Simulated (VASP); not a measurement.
# WS2 (R3m) in VASP: further runs, part 2 of 2

VASP 6.6.1. Earlier steps stand in the parts before.

## 4. Single point, PBEsol

File INCAR:

```
PREC = Accurate
ENCUT = 500
EDIFF = 1E-6
ISMEAR = 0
SIGMA = 0.1
LREAL = F
LASPH = T
NELM = 120
ALGO = Normal
ISIF = 2
LWAVE = F
LCHARG = T
GGA = PS
LELF = T
LVHAR = T
NBANDS = 20
GGA_COMPAT = F
```

File KPOINTS:

```
Automatic mesh
0
Gamma
  11 11 11
```

File POSCAR:

```
WS2
1.0
    1.5790000000      0.9116360000      6.1633330000
   -1.5790000000      0.9116360000      6.1633330000
    0.0000000000     -1.8232720000      6.1633330000
W S
1 2
Direct
    0.0000000000      0.0000000000      0.0000000000
    0.2497000000      0.2497000000      0.2497000000
    0.4190000000      0.4190000000      0.4190000000
```

Potentials or basis: VASP PAW PBE potentials, release 64 (W_sv, S).

Run with:

```
cat potpaw_PBE.64/W_sv/POTCAR potpaw_PBE.64/S/POTCAR > POTCAR
mpirun -np 1 vasp_std > vasp.out
```

OUTCAR:

```text
PREC = Accurate
   ENCUT = 500
   EDIFF = 1E-6
   ISMEAR = 0
   LREAL = F
   LASPH = T
   NELM = 120
   ISIF = 2
   GGA = PS

 ion  position               nearest neighbor table
   1  0.000  0.000  0.000-   2 2.39   2 2.39   2 2.39   3 2.42   3 2.42   3 2.42
   2  0.250  0.250  0.250-   1 2.39   1 2.39   1 2.39
   3  0.419  0.419  0.419-   1 2.42   1 2.42   1 2.42

  LATTYP: Found a trigonal (rhomboedric) cell.
 ALAT       =     6.4273629791
 COS(alpha) =     0.8792940713

  Lattice vectors:

 A1 = (   1.5790000000,   0.9116360000,   6.1633330000)
 A2 = (  -1.5790000000,   0.9116360000,   6.1633330000)
 A3 = (   0.0000000000,  -1.8232720000,   6.1633330000)

Analysis of symmetry for initial positions (statically):
=====================================================================
 Subroutine PRICEL returns:
 Original cell was already a primitive cell.

 Routine SETGRP: Setting up the symmetry group for a
 trigonal (rhombohedral) supercell.

 Subroutine GETGRP returns: Found  6 space group operations
 (whereof  6 operations were pure point group operations)
 out of a pool of 12 trial point group operations.

The static configuration has the point symmetry C_3v.

Analysis of symmetry for dynamics (positions and initial velocities):
=====================================================================
 Subroutine PRICEL returns:
 Original cell was already a primitive cell.

 Routine SETGRP: Setting up the symmetry group for a
 trigonal (rhombohedral) supercell.

 Subroutine GETGRP returns: Found  6 space group operations
 (whereof  6 operations were pure point group operations)
 out of a pool of 12 trial point group operations.

The dynamic configuration has the point symmetry C_3v.

 Subroutine INISYM returns: Found  6 space group operations
 (whereof  6 operations are pure point group operations),
 and found     1 'primitive' translations

[... 105 lines left out ...]
   TEBEG  =    0.0;   TEEND  =   0.0 temperature during run
   PSTRESS=    0.0 pullay stress
   NELECT =      26.0000    total number of electrons
   NUPDOWN=      -1.0000    fix difference up-down
   EMIN   =  10.00;   EMAX   =-10.00  energy-range for DOS
   EFERMI =   0.00;   METHOD = LEGACY
   ISMEAR =     0;   SIGMA  =   0.10  broadening in eV -4-tet -1-fermi 0-gaus
   EFERMI_NEDOS =   21; number of points for ismear=-14 and -15
   IALGO  =     38    algorithm
   IMIX   =      4    mixing-type and parameters
     AMIX     =   0.40;   BMIX     =  1.00
     AMIX_MAG =   1.60;   BMIX_MAG =  1.00
  volume/ion in A,a.u.               =      17.74       119.74
  Fermi-wavevector in a.u.,A,eV,Ry     =   1.289266  2.436359 22.615689  1.662206
  Thomas-Fermi vector in A             =   2.421169
   LORBIT       =      0    0 simple, 1 ext, 2 COOP (PROOUT), +10 PAW based schemes
   GGA     = PS    functional components
   LHFCALC =     F    Hartree Fock is set to
   AEXX    =    0.0000 exact exchange contribution
   IVDW    =     0    specifies the selected vdW correction
   LEPSILON=     F    determine dielectric tensor
   LRPA    =     F    only Hartree local field effects (RPA)
 non-spin polarized calculation
 Gauss-broadening in eV      SIGMA  =   0.10
  energy-cutoff  :      500.00
  volume of cell :       53.23
 maximum number of plane-waves:      1364
   NGX = 23   NGY = 23   NGZ = 23

 number of electron      26.0000001 magnetization

 Free energy of the ion-electron system (eV)
  ---------------------------------------------------
  ext. energy  EPLUGINS =         0.00000000
  ---------------------------------------------------
  free energy    TOTEN  =       -25.26304585 eV

  energy without entropy =      -25.26304585  energy(sigma->0) =      -25.26304585

 E-fermi :   7.8241     XC(G=0): -11.1157

 val. band max:        7.3911260623   @ k =   0.4545   0.4545   0.4545
 cond. band min:       8.3820466608   @ k =  -0.1818   0.1818   0.0000
 fundamental gap:      0.9909205984
 Fermi energy:         7.8240781664

 k-point     1 :       0.0000    0.0000    0.0000
  band No.  band energies     occupation
      1     -67.1908      2.00000
      2     -31.4605      2.00000
      3     -31.2780      2.00000
      4     -31.2780      2.00000
      5      -8.2559      2.00000
      6      -6.2416      2.00000
[... 541 lines left out ...]
     19      15.4309      0.00000
     20      15.9325      0.00000

 [... further k-points ...]
[... 5 lines left out ...]
  --------------------------------------------------------------------------------------
  -------------------------------------------------------------------------------------
  Total       -0.2923313     -0.2923312      0.0661627      0.0000000      0.0000000      0.0000000
  in kB       -8.7986359     -8.7986345      1.9913767      0.0000000      0.0000000      0.0000000
  external PRESSURE =      -5.2019645 kB  Pullay stress =       0.0000000 kB

 VOLUME and BASIS-vectors are now :
 -----------------------------------------------------------------------------
  energy-cutoff  :      500.00
  volume of cell :       53.23
      direct lattice vectors                 reciprocal lattice vectors
     1.579000000  0.911636000  6.163333000     0.316656111  0.182821506  0.054083291
    -1.579000000  0.911636000  6.163333000    -0.316656111  0.182821506  0.054083291
     0.000000000 -1.823272000  6.163333000     0.000000000 -0.365643012  0.054083291

 POSITION                                       TOTAL-FORCE (eV/Angst)
 -----------------------------------------------------------------------------------
      0.00000      0.00000      0.00000         0.000000     -0.000000      0.601441
      0.00000      0.00000      4.61695         0.000000      0.000000     -0.251907
      0.00000      0.00000      7.74731         0.000000      0.000000     -0.349535
 -----------------------------------------------------------------------------------
    total drift:                               -0.000000     -0.000002      0.000028

  FREE ENERGIE OF THE ION-ELECTRON SYSTEM (eV)
  ---------------------------------------------------
  free  energy   TOTEN  =       -25.2630458539 eV

  energy  without entropy=      -25.2630458539  energy(sigma->0) =      -25.26304585
```

stdout:

```text
POSCAR found type information on POSCAR W S
 POSCAR found :  2 types and       3 ions
 scaLAPACK will be used
 -----------------------------------------------------------------------------
|                                                                             |
|                                                                             |
|     You enforced a specific xc type in the INCAR file but a different       |
|     I HOPE YOU KNOW WHAT YOU ARE DOING!                                     |
|                                                                             |
 -----------------------------------------------------------------------------

 LDA part: xc-table for (Slater+PW92), standard interpolation
 POSCAR, INCAR and KPOINTS ok, starting setup
 FFT: planning ... GRIDC
 FFT: planning ... GRID_SOFT
 FFT: planning ... GRID
 WAVECAR not read
 entering main loop
```

Wall time 9.2 min (1 thread of Intel Xeon 8259CL, shared host); peak memory 0.4 GiB.

Results:

```yaml
Free_energy: -25.2630 eV
Pressure: -0.5 GPa
Largest_force: 0.601 eV/Å
Band_gap_on_the_k_mesh: 0.99 eV (least direct gap 2.13 eV)
```

Forces in eV/Å, atoms in the order of the input:
```
W    0.000  0.000  0.601
S    0.000  0.000 -0.252
S    0.000  0.000 -0.350
```

Caveat: the PAW data sets were made with another functional, which shifts forces and pressure a little; spin-orbit coupling is left out, which moves the levels of the heavy elements; an odd mesh through Γ misses points on the zone boundary, where band edges can lie.

## 5. Single point, PBEsol

File INCAR:

```
PREC = Accurate
ENCUT = 500
EDIFF = 1E-6
ISMEAR = 0
SIGMA = 0.05
LREAL = F
LASPH = T
NELM = 120
ALGO = Normal
ISIF = 2
LWAVE = F
LCHARG = F
GGA = PS
NBANDS = 20
GGA_COMPAT = F
```

KPOINTS is that of step 4.

POSCAR is that of step 4.

Run with:

```
cat potpaw_PBE.64/W_sv/POTCAR potpaw_PBE.64/S/POTCAR > POTCAR
mpirun -np 1 vasp_std > vasp.out
```

Run time: 12 min. Hardware: 1 thread of Intel Xeon 8259CL, shared host; peak memory 0.4 GiB.

It converged, with:

```yaml
Free_energy: -25.2630 eV
Pressure: -0.5 GPa
Largest_force: 0.601 eV/Å
Band_gap_on_the_k_mesh: 0.99 eV (least direct gap 2.13 eV)
```

Forces in eV/Å, atoms in the order of the input:
```
W    0.000  0.000  0.601
S    0.000  0.000 -0.252
S    0.000  0.000 -0.350
```

Stress tensor (GPa, compression positive):
```
-0.88  0.00  0.00
 0.00 -0.88  0.00
 0.00  0.00  0.20
```

Levels at points of the mesh, in eV from the valence-band top:
```tsv
k point	band 9	band 10	band 11	band 12	band 13	band 14	band 15	band 16	band 17	band 18
(0.00, 0.00, 0.00)	-3.53	-2.27	-2.27	-1.56	-1.22	2.20	2.20	2.56	2.56	4.66
```

Caveat: the PAW data sets were made with another functional, which shifts forces and pressure a little; spin-orbit coupling is left out, which moves the levels of the heavy elements; an odd mesh through Γ misses points on the zone boundary, where band edges can lie. As with any semilocal functional, this PBEsol gap is likely too small.

## 6. Summary

```tsv
smearing	gap on the mesh (eV)	pressure (GPa)	largest force (eV/Å)
gaussian 0.3 eV	0.99	-0.5	0.60
gaussian 0.2 eV	0.99	-0.5	0.60
gaussian 0.1 eV	0.99	-0.5	0.60
gaussian 0.05 eV	0.99	-0.5	0.60
```

Alike in all rows: task single point; level PBEsol; potentials or basis VASP PAW PBE potentials, release 64 (W_sv, S); no spin polarisation; cell as given; k mesh 11 × 11 × 11; cutoff (eV) 500.

Caveats: the PAW data sets were made with another functional, which shifts forces and pressure a little; spin-orbit coupling is left out, which moves the levels of the heavy elements; an odd mesh through Γ misses points on the zone boundary, where band edges can lie.

Absolute energies hang on the potentials; compare differences alone.
